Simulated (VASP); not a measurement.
# Au in VASP: a series of runs

Runs on Au. Level: PBE. Tasks: single point.

All numbers are computed with VASP 6.6.1; they aren't measurements. Logs are shortened: lines on timing, memory, paths and dates and some standing lists are left out, and cuts for length are marked.

## 1. The cell of the first run

The cell holds a slab with vacuum, 3 atoms: a = 2.940 Å, b = 4.158 Å, c = 18.940 Å, α = 90.00°, β = 90.00°, γ = 90.00°.

## 2. Single point, PBE

INCAR reads:

```
SYSTEM = Au
PREC     = Accurate       ! precision mode
ENCUT    = 400            ! plane-wave cutoff, eV
EDIFF    = 1E-6           ! SCF threshold, eV
ISMEAR   = -1             ! smearing method
SIGMA    = 0.05           ! smearing width, eV
LREAL    = .False.        ! projectors in reciprocal space
LASPH    = .True.         ! aspherical terms in the spheres
NELM     = 120            ! most SCF steps
ALGO     = Normal         ! electronic algorithm
ISIF     = 2              ! what is computed and relaxed
LWAVE    = .False.        ! write WAVECAR
LCHARG   = .False.        ! write CHGCAR
LDIPOL   = .True.       
IDIPOL   = 3            
DIPOL    = 0.5 0.5 0.500
GGA      = PE             ! functional
NBANDS   = 24             ! bands
GGA_COMPAT= .False.      
NELMDL   = -8
```

KPOINTS reads:

```
regular mesh
0
Gamma
  12 9 1
  0 0 0
```

POSCAR reads:

```
Au
1.0
    2.9400990585      0.0000000000      0.0000000000
    0.0000000000      4.1579279633      0.0000000000
    0.0000000000      0.0000000000     18.9401000000
Au
3
Direct
    0.0000000000      0.0000000000      0.4223842784
    0.5000000000      0.5000000000      0.5000000000
    0.0000000000      0.0000000000      0.5776157216
```

Potentials or basis: VASP PAW PBE potentials, release 64 (Au).

Launch:

```sh
> cat potpaw_PBE.64/Au/POTCAR > POTCAR
> mpirun -np 1 vasp_std > vasp.out
```

OUTCAR:

```text
SYSTEM = Au
   PREC = Accurate
   ENCUT = 400
   EDIFF = 1E-6
   ISMEAR = -1
   LREAL = .False.
   LASPH = .True.
   NELM = 120
   ISIF = 2
   GGA = PE
   NELMDL = -8

 ion  position               nearest neighbor table
   1  0.000  0.000  0.422-   3 2.94   2 2.94   2 2.94   2 2.94   2 2.94
   2  0.500  0.500  0.500-   1 2.94   3 2.94   1 2.94   3 2.94   1 2.94   3 2.94   1 2.94   3 2.94

   3  0.000  0.000  0.578-   1 2.94   2 2.94   2 2.94   2 2.94   2 2.94

  LATTYP: Found a simple orthorhombic cell.
 ALAT       =     2.9400990585
 B/A-ratio  =     1.4142135624
 C/A-ratio  =     6.4419938319

  Lattice vectors:

 A1 = (   2.9400990585,   0.0000000000,   0.0000000000)
 A2 = (   0.0000000000,   4.1579279633,   0.0000000000)
 A3 = (   0.0000000000,   0.0000000000,  18.9401000000)

Analysis of symmetry for initial positions (statically):
=====================================================================
 Subroutine PRICEL returns:
 Original cell was already a primitive cell.

 Routine SETGRP: Setting up the symmetry group for a
 simple orthorhombic supercell.

 Subroutine GETGRP returns: Found  8 space group operations
 (whereof  8 operations were pure point group operations)
 out of a pool of  8 trial point group operations.

The static configuration has the point symmetry D_2h.

Analysis of symmetry for dynamics (positions and initial velocities):
=====================================================================
 Subroutine PRICEL returns:
 Original cell was already a primitive cell.

 Routine SETGRP: Setting up the symmetry group for a
 simple orthorhombic supercell.

 Subroutine GETGRP returns: Found  8 space group operations
 (whereof  8 operations were pure point group operations)
 out of a pool of  8 trial point group operations.

The dynamic configuration has the point symmetry D_2h.

 Subroutine INISYM returns: Found  8 space group operations
 (whereof  8 operations are pure point group operations),
 and found     1 'primitive' translations

----------------------------------------------------------------------------------------

                                     Primitive cell

  volume of cell :     231.5374

  direct lattice vectors                    reciprocal lattice vectors
     2.940099058  0.000000000  0.000000000     0.340124594  0.000000000  0.000000000
     0.000000000  4.157927963  0.000000000     0.000000000  0.240504407  0.000000000
     0.000000000  0.000000000 18.940100000     0.000000000  0.000000000  0.052798032

  length of vectors
     2.940099058  4.157927963 18.940100000     0.340124594  0.240504407  0.052798032

  position of ions in fractional coordinates (direct lattice)
     0.000000000  0.000000000  0.422384278
     0.500000000  0.500000000  0.500000000
     0.000000000  0.000000000  0.577615722

  ion indices of the primitive-cell ions
   primitive index   ion index
                 1           1
                 2           2
                 3           3

----------------------------------------------------------------------------------------

 KPOINTS: regular mesh

Automatic generation of k-mesh.
 Grid dimensions read from file:
 generate k-points for:   12    9    1

 Generating k-lattice:

  Cartesian coordinates                     Fractional coordinates (reciprocal lattice)
     0.028343716  0.000000000  0.000000000     0.083333333  0.000000000  0.000000000
     0.000000000  0.026722712  0.000000000     0.000000000  0.111111111  0.000000000
     0.000000000  0.000000000  0.052798032     0.000000000  0.000000000  1.000000000

  Length of vectors
     0.028343716  0.026722712  0.052798032

  Shift w.r.t. Gamma in fractional coordinates (k-lattice)
     0.000000000  0.000000000  0.000000000

 Subroutine IBZKPT returns following result:
 ===========================================

 Found     35 irreducible k-points:

 Following reciprocal coordinates:
            Coordinates               Weight
  0.000000  0.000000  0.000000      1.000000
  0.083333  0.000000  0.000000      2.000000
  0.166667  0.000000  0.000000      2.000000
  0.250000  0.000000  0.000000      2.000000
  0.333333  0.000000  0.000000      2.000000
  0.416667  0.000000  0.000000      2.000000
[... 16 lines left out ...]
  0.083333  0.333333  0.000000      4.000000
  0.166667  0.333333  0.000000      4.000000
 [... further k-points ...]
   k-points           NKPTS =     35   k-points in BZ     NKDIM =     35   number of bands    NBANDS=     24
   number of dos      NEDOS =    301   number of ions     NIONS =      3
   total plane-waves  NPLWV =  70560
   dimension x,y,z NGX =    20 NGY =   28 NGZ =  126
   dimension x,y,z NGXF=    40 NGYF=   56 NGZF=  252
   ions per type =               3
   NGX,Y,Z   is equivalent  to a cutoff of  11.31, 11.20, 11.06 a.u.
   NGXF,Y,Z  is equivalent  to a cutoff of  22.62, 22.39, 22.12 a.u.
 SYSTEM =  Au
   PREC   = accura    normal or accurate (medium, high low for compatibility)
   ISTART =      0    job   : 0-new  1-cont  2-samecut
   ICHARG =      2    charge: 1-file 2-atom 10-const
   ISPIN  =      1    spin polarized calculation?
   LNONCOLLINEAR =      F non collinear calculations
   LSORBIT =      F    spin-orbit coupling
   LASPH  =      T    aspherical Exc in radial PAW
   ENCUT  =  400.0 eV  29.40 Ry    5.42 a.u.   4.79  6.78 30.89*2*pi/ulx,y,z
   NELM   =    120;   NELMIN=  2; NELMDL= -8     # of ELM steps
   EDIFF  = 0.1E-05   stopping-criterion for ELM
   LREAL  =      F    real-space projection
   EDIFFG = 0.1E-04   stopping-criterion for IOM
   NSW    =      0    number of steps for IOM
   IBRION =     -1    ionic relax: 0-MD 1-quasi-New 2-CG
   NFREE  =      0    steps in history (QN), initial steepest desc. (CG)
   ISIF   =      2    stress and relaxation
   ISYM   =      2    0-nonsym 1-usesym 2-fastsym
   POTIM  = 0.5000    time-step for ionic-motion
   TEBEG  =    0.0;   TEEND  =   0.0 temperature during run
   PSTRESS=    0.0 pullay stress
   NELECT =      33.0000    total number of electrons
   NUPDOWN=      -1.0000    fix difference up-down
   EMIN   =  10.00;   EMAX   =-10.00  energy-range for DOS
   EFERMI =   0.00;   METHOD = LEGACY
   ISMEAR =    -1;   SIGMA  =   0.05  broadening in eV -4-tet -1-fermi 0-gaus
   EFERMI_NEDOS =   21; number of points for ismear=-14 and -15
   IALGO  =     38    algorithm
   IMIX   =      4    mixing-type and parameters
     AMIX     =   0.40;   BMIX     =  1.00
     AMIX_MAG =   1.60;   BMIX_MAG =  1.00
  volume/ion in A,a.u.               =      77.18       520.83
  Fermi-wavevector in a.u.,A,eV,Ry     =   0.855144  1.615987  9.949542  0.731271
  Thomas-Fermi vector in A             =   1.971848
   LORBIT       =      0    0 simple, 1 ext, 2 COOP (PROOUT), +10 PAW based schemes
   GGA     = PE    functional components
   LHFCALC =     F    Hartree Fock is set to
   AEXX    =    0.0000 exact exchange contribution
   IVDW    =     0    specifies the selected vdW correction
   LEPSILON=     F    determine dielectric tensor
   LRPA    =     F    only Hartree local field effects (RPA)
 non-spin polarized calculation
  energy-cutoff  :      400.00
  volume of cell :      231.54
 maximum number of plane-waves:      4226
 NGX is ok and might be reduce to    20
   NGX =  9   NGY = 13   NGZ = 61

 dipolmoment           0.000000      0.000000      0.000000 electrons x Angstroem

 number of electron      33.0000011 magnetization

 dipolmoment           0.000000      0.000000     -0.000000 electrons x Angstroem

 Free energy of the ion-electron system (eV)
  ---------------------------------------------------
  ext. energy  EPLUGINS =         0.00000000
  ---------------------------------------------------
  free energy    TOTEN  =        -8.20454415 eV

  energy without entropy =       -8.19574637  energy(sigma->0) =       -8.20014526

 E-fermi :  -2.0890     XC(G=0):  -3.8327

 val. band max:       -2.1318396340   @ k =   0.2500   0.4444   0.0000
 cond. band min:      -1.9844428045   @ k =   0.3333   0.1111   0.0000
 fundamental gap:      0.1473968295
 Fermi energy:        -2.0890369156

 k-point     1 :       0.0000    0.0000    0.0000
  band No.  band energies     occupation
      1      -9.3501      2.00000
      2      -7.5229      2.00000
      3      -6.8781      2.00000
      4      -6.6277      2.00000
      5      -6.1005      2.00000
      6      -5.5798      2.00000
[... 16 lines left out ...]
     23       4.2636      0.00000
     24       5.3186      0.00000

 k-point     2 :       0.0833    0.0000    0.0000
  band No.  band energies     occupation
      1      -9.1983      2.00000
      2      -7.3893      2.00000
      3      -6.6925      2.00000
      4      -6.5787      2.00000
      5      -6.1389      2.00000
      6      -5.8957      2.00000
[... 16 lines left out ...]
     23       4.4077      0.00000
     24       5.3261      0.00000

 k-point     3 :       0.1667    0.0000    0.0000
  band No.  band energies     occupation
      1      -8.7748      2.00000
      2      -7.0397      2.00000
      3      -6.4193      2.00000
      4      -6.2946      2.00000
      5      -6.2731      2.00000
      6      -6.2629      2.00000
[... 16 lines left out ...]
     23       4.8201      0.00000
     24       5.3448      0.00000
[... 514 lines left out ...]
 k-point    23 :       0.0833    0.3333    0.0000
  band No.  band energies     occupation
      1      -8.3582      2.00000
      2      -7.2705      2.00000
      3      -7.2567      2.00000
      4      -6.2056      2.00000
      5      -6.0276      2.00000
      6      -5.7155      2.00000
[... 16 lines left out ...]
     23       4.9530      0.00000
     24       5.6152      0.00000

 k-point    24 :       0.1667    0.3333    0.0000
  band No.  band energies     occupation
      1      -7.9520      2.00000
      2      -6.9041      2.00000
      3      -6.8915      2.00000
      4      -6.3740      2.00000
      5      -6.0164      2.00000
      6      -5.7210      2.00000
[... 16 lines left out ...]
     23       5.2321      0.00000
     24       5.9104      0.00000

 [... further k-points ...]

------------------------ aborting loop because EDIFF is reached ----------------------------------------

 vacuum level on the upper side and lower side of the slab       (xc-potential included)        -0.008        -0.008

  FORCE on cell =-STRESS in cart. coord.  units (eV):
  Direction    XX          YY          ZZ          XY          YZ          ZX
  --------------------------------------------------------------------------------------
  -------------------------------------------------------------------------------------
  Total       -4.7507609     -2.6719090     -1.1627726      0.0000000      0.0000000      0.0000000
  in kB      -32.8740008    -18.4888991     -8.0460772      0.0000000      0.0000000      0.0000000
  external PRESSURE =     -19.8029923 kB  Pullay stress =       0.0000000 kB

 VOLUME and BASIS-vectors are now :
 -----------------------------------------------------------------------------
  energy-cutoff  :      400.00
  volume of cell :      231.54
      direct lattice vectors                 reciprocal lattice vectors
     2.940099058  0.000000000  0.000000000     0.340124594  0.000000000  0.000000000
     0.000000000  4.157927963  0.000000000     0.000000000  0.240504407  0.000000000
     0.000000000  0.000000000 18.940100000     0.000000000  0.000000000  0.052798032

 POSITION                                       TOTAL-FORCE (eV/Angst)
 -----------------------------------------------------------------------------------
      0.00000      0.00000      8.00000         0.000000      0.000000      0.382717
      1.47005      2.07896      9.47005         0.000000      0.000000      0.000000
      0.00000      0.00000     10.94010         0.000000      0.000000     -0.382717
 -----------------------------------------------------------------------------------
    total drift:                               -0.000000     -0.000000      0.000000

  FREE ENERGIE OF THE ION-ELECTRON SYSTEM (eV)
  ---------------------------------------------------
  free  energy   TOTEN  =        -8.2045441468 eV

  energy  without entropy=       -8.1957463710  energy(sigma->0) =       -8.20014526

 vacuum level on the upper side and lower side of the slab         3.108         3.108
```

Run time: 3.1 min. Hardware: 1 thread of Intel Xeon 8259CL, shared host; peak memory 0.29 GiB.

What came out:

```
Free energy            : -8.2045 eV
Largest force          : 0.383 eV/Å
Band gap on the k mesh : zero (an odd number of electrons rules out a gap without spin polarisation)
```

Forces on the atoms (eV/Å):
```
Au   0.000  0.000  0.383
Au   0.000  0.000  0.000
Au   0.000  0.000 -0.383
```

Caveat: spin-orbit coupling is left out, which moves the levels of the heavy elements.

## 3. Single point, PBE

INCAR reads:

```
PREC = Accurate ; ENCUT = 400
EDIFF = 1E-6 ; ISMEAR = -1
SIGMA = 0.05 ; LREAL = F
LASPH = T ; NELM = 120
ALGO = Normal ; ISIF = 2
LWAVE = F ; LCHARG = T
LDIPOL = T ; IDIPOL = 3
DIPOL = 0.5 0.5 0.500 ; GGA = PE
LELF = T ; LVHAR = T
LVACPOTAV = T ; NBANDS = 24
GGA_COMPAT = F ; NELMDL = -8
```

KPOINTS reads:

```
Automatic mesh
0
Gamma
  12 9 1
```

POSCAR reads:

```
Au
1.0
    2.9400990585      0.0000000000      0.0000000000
    0.0000000000      4.1579279633      0.0000000000
    0.0000000000      0.0000000000     18.9401000000
Au
3
Direct
    0.0000000000      0.0000000000      0.4253723590
    0.5000000000      0.5000000000      0.5000000020
    0.0000000000      0.0000000000      0.5746276389
```

Potentials or basis: VASP PAW PBE potentials, release 64 (Au).

Launch:

```sh
> cat potpaw_PBE.64/Au/POTCAR > POTCAR
> mpirun -np 1 vasp_std > vasp.out
```

Run time: 2.9 min. Hardware: 1 thread of Intel Xeon 8259CL, shared host; peak memory 0.29 GiB.

Results (log left out):

| Property | Result |
| --- | --- |
| Free energy | -8.2279 eV |
| Band gap on the k mesh | zero (an odd number of electrons rules out a gap without spin polarisation) |

Levels at points of the mesh, in eV from the Fermi level:
```csv
k point,band 15,band 16,band 17,band 18,band 19,band 20
"(0.00, 0.00, 0.00)",-1.77,-1.39,-1.36,1.44,3.67,4.58
"(0.50, 0.00, 0.00)",-1.41,0.53,0.53,2.31,3.26,5.14
```

Caveat: spin-orbit coupling is left out, which moves the levels of the heavy elements.
